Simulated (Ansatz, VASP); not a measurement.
**One calculation of Ta2Si, two programs**

The input INCAR:

```
PREC = Accurate
ENCUT = 520
EDIFF = 1E-7
ISMEAR = 0
SIGMA = 0.01
LREAL = False
LASPH = True
NELM = 60
ALGO = Fast
ISIF = 2
LWAVE = False
LCHARG = True
GGA = PS
LELF = True
LVHAR = True
NBANDS = 35
```

Contents of KPOINTS:

```
regular mesh
0
Gamma
  5 5 5
```

Contents of POSCAR:

```
Ta2Si
1.0
   -3.0877629443      3.0877629443      2.5236412193
    3.0877629443     -3.0877629443      2.5236412193
    3.0877629443      3.0877629443     -2.5236412193
Ta Si
4 2
Direct
    0.6635932100      0.8364067900      0.5000000000
    0.8364067900      0.3364067900      0.1728135800
    0.3364067900      0.1635932100      0.5000000000
    0.1635932100      0.6635932100      0.8271864200
    0.2500000000      0.2500000000      0.0000000000
    0.7500000000      0.7500000000      0.0000000000
```

Input for Ansatz:

```yaml
crystal:
  lattice:
    - [-3.0877629443, 3.0877629443, 2.5236412193]
    - [3.0877629443, -3.0877629443, 2.5236412193]
    - [3.0877629443, 3.0877629443, -2.5236412193]
  atoms:
    - { symbol: Ta, position: [0.66359321, 0.83640679, 0.5] }
    - { symbol: Ta, position: [0.83640679, 0.33640679, 0.17281358] }
    - { symbol: Ta, position: [0.33640679, 0.16359321, 0.5] }
    - { symbol: Ta, position: [0.16359321, 0.66359321, 0.82718642] }
    - { symbol: Si, position: [0.25, 0.25, 0.0] }
    - { symbol: Si, position: [0.75, 0.75, 0.0] }
basis:
  ecutwfc: 420
kpoints:
  mp_grid: { grid: [5, 5, 5] }
hamiltonian:
  xc: pbesol
scf:
  occupations: { method: gaussian, width: 0.01 }
output:
  forces: true
  stress: true
  eigenvalues: true
```

Alike in both runs: task single point; functional PBEsol; k mesh 5 × 5 × 5; occupations gaussian, width 0.01 eV; no spin polarisation.

|  | VASP | Ansatz |
| --- | --- | --- |
| version | VASP 6.6.1 | Ansatz 0.2.0 |
| potentials or method | VASP PAW PBE potentials, release 64 (Ta_pv, Si), cutoff 520 eV | scalar-relativistic, plane waves, PAW |
| valence electrons in the cell | 52 | 60 |

VASP gave:

```
gap on the k mesh at the Fermi level (eV)                     : none
pressure (GPa)                                                : -2.9
traceless stress, the component that is largest in VASP (GPa) : 1.51
rms of the force components (eV/Å)                            : 0.025
```

Q: Estimate Ansatz's values.

A: gap on the k mesh at the Fermi level (eV): none; pressure (GPa): -3.1; traceless stress, the component that is largest in VASP (GPa): 1.54; rms of the force components (eV/Å): 0.022.

VASP's potentials were made for PBE, not for PBEsol. Atom by atom the forces differ by 0.002 eV/Å (rms over components). A gap of «none» marks a metal or a gap that the smearing closes. With one functional, cell and mesh, what is left measures potentials, basis and numerics. VASP's potentials hold 52 valence electrons a cell and Ansatz's 60, so a difference there can come from the potentials and not from the codes.

Neither program's run includes spin-orbit coupling.
